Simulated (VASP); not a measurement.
A run of VASP 6.6.1 is set up as follows.

The input INCAR:

```
SYSTEM = Ta3I
PREC     = Accurate       ! precision mode
ENCUT    = 520            ! plane-wave cutoff, eV
EDIFF    = 1E-6           ! SCF threshold, eV
ISMEAR   = 0              ! smearing method
SIGMA    = 0.1            ! smearing width, eV
LREAL    = .False.        ! projectors in reciprocal space
LASPH    = .True.         ! aspherical terms in the spheres
NELM     = 60             ! most SCF steps
ALGO     = Normal         ! electronic algorithm
ISIF     = 2              ! what is computed and relaxed
LWAVE    = .False.        ! write WAVECAR
LCHARG   = .False.        ! write CHGCAR
GGA      = PE             ! functional
NBANDS   = 28             ! bands
```

Contents of KPOINTS:

```
Automatic mesh
0
Gamma
  4 4 4
  0 0 0
```

The input POSCAR:

```
Ta3I
1.0
    4.2698659113      0.0000000000      0.0000000000
    0.0000000000      4.2698659113      0.0000000000
    0.0000000000      0.0000000000      4.2698659113
Ta I
3 1
Direct
    0.0000000000      0.5000000000      0.5000000000
    0.5000000000      0.0000000000      0.5000000000
    0.5000000000      0.5000000000      0.0000000000
    0.0000000000      0.0000000000      0.0000000000
```

Potentials or basis: VASP PAW PBE potentials, release 64 (Ta_pv, I).

Run with:

```console
$ cat potpaw_PBE.64/Ta_pv/POTCAR potpaw_PBE.64/I/POTCAR > POTCAR
$ mpirun -np 1 vasp_std > vasp.out
```

Task: What does it give for the pressure?

Result: -0.2 GPa.

Task: Estimate the band gap on the k mesh.

Result: Zero (bands 20 and 21 overlap by 0.91 eV).

Caveat: the k points lie up to 0.37 Å⁻¹ apart, too coarse for converged energies and pressures of a metal; spin-orbit coupling is left out, which moves the levels of the heavy elements.
